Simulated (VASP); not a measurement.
Runs of VASP 6.6.1 on NaH. Symmetry: F-43m, No. 216, cubic system. Conventional cell: a = 5.194 Å, b = 5.194 Å, c = 5.194 Å, α = 90.00°, β = 90.00°, γ = 90.00°. Within 3.0 Å of Na (site symmetry -43m) lie 4 H at 2.25 Å. H (site symmetry -43m) has 4 Na at 2.25 Å within 3.0 Å. 

```csv
level,potentials or basis,k mesh,gap on the mesh (eV),pressure (GPa)
PBE,"VASP PAW PBE potentials, release 64 (Na_pv, H)",6 × 6 × 6,3.63,0.2
r2SCAN,"VASP PAW PBE potentials, release 64 (Na_pv, H)",4 × 4 × 4,4.05,-0.1
PBE,"VASP PAW PBE potentials, release 64 (Na_pv, H)",4 × 4 × 4,(b),0.2
LDA,"VASP PAW LDA potentials, release 64 (Na_pv, H)",4 × 4 × 4,(a),-1.3
```

Alike in all rows: task single point; no spin polarisation; cell as given; cutoff (eV) 520; smearing gaussian 0.01 eV.

**Question.** Fill in the values left out.

**Answer.** (a) 3.27; (b) 3.61.

Caveats: some runs use coarse meshes; the PAW data sets were made with another functional, which shifts forces and pressure a little (at least some runs).

A k mesh can miss the band edges.
